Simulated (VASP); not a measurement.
Write the native input for VASP 6.6.1 that does the following.

- Task: single point
- Functional: PBE
- Potentials or basis: VASP PAW PBE potentials, release 64 (Ti_sv, O)
- Cutoff: 520 eV
- k mesh: 6 × 6 × 5
- Occupations: fermi-dirac, width 0.05 eV
- Spin: no spin polarisation
- Dipole correction: no
- Further INCAR settings: ALGO = Normal; EDIFF = 1e-06; NBANDS = 33

The structure of TiO2 lies in POSCAR:

```
TiO2
1.0
    2.7060340000     -2.7066550000      0.0000000000
    2.7060340000      2.7066550000      0.0000000000
   -2.6335310000      0.0000000000      4.8446033700
Ti O
2 4
Direct
    0.8658900000      0.1341100000      0.7500000000
    0.1341100000      0.8658900000      0.2500000000
    0.0887550000      0.3312210000      0.1671490000
    0.9112450000      0.6687790000      0.8328510000
    0.6687790000      0.9112450000      0.3328510000
    0.3312210000      0.0887550000      0.6671490000
```

One way to write it, as run:

INCAR

```
PREC     = Accurate       # precision mode
ENCUT    = 520            # plane-wave cutoff, eV
EDIFF    = 1E-6           # SCF threshold, eV
ISMEAR   = -1             # smearing method
SIGMA    = 0.05           # smearing width, eV
LREAL    = False          # projectors in reciprocal space
LASPH    = True           # aspherical terms in the spheres
NELM     = 80             # most SCF steps
ALGO     = Normal         # electronic algorithm
ISIF     = 2              # what is computed and relaxed
LWAVE    = False          # write WAVECAR
LCHARG   = False          # write CHGCAR
GGA      = PE             # functional
NBANDS   = 33             # bands
```

KPOINTS

```
Automatic mesh
0
Gamma
  6 6 5
```

Potentials or basis: VASP PAW PBE potentials, release 64 (Ti_sv, O).

The run is started by

```sh
$ cat potpaw_PBE.64/Ti_sv/POTCAR potpaw_PBE.64/O/POTCAR > POTCAR
$ mpirun -np 1 vasp_std > vasp.out
```

Results of the run:

* Pressure: -3.0 GPa
* Largest force: 0.259 eV/Å
* Band gap on the k mesh: 2.03 eV (least direct gap 2.38 eV)

Caveat: the cell stands under tension.

It took 3.6 min on 1 thread of Intel Xeon 8259CL, with other jobs on the host, peak memory 0.24 GiB.
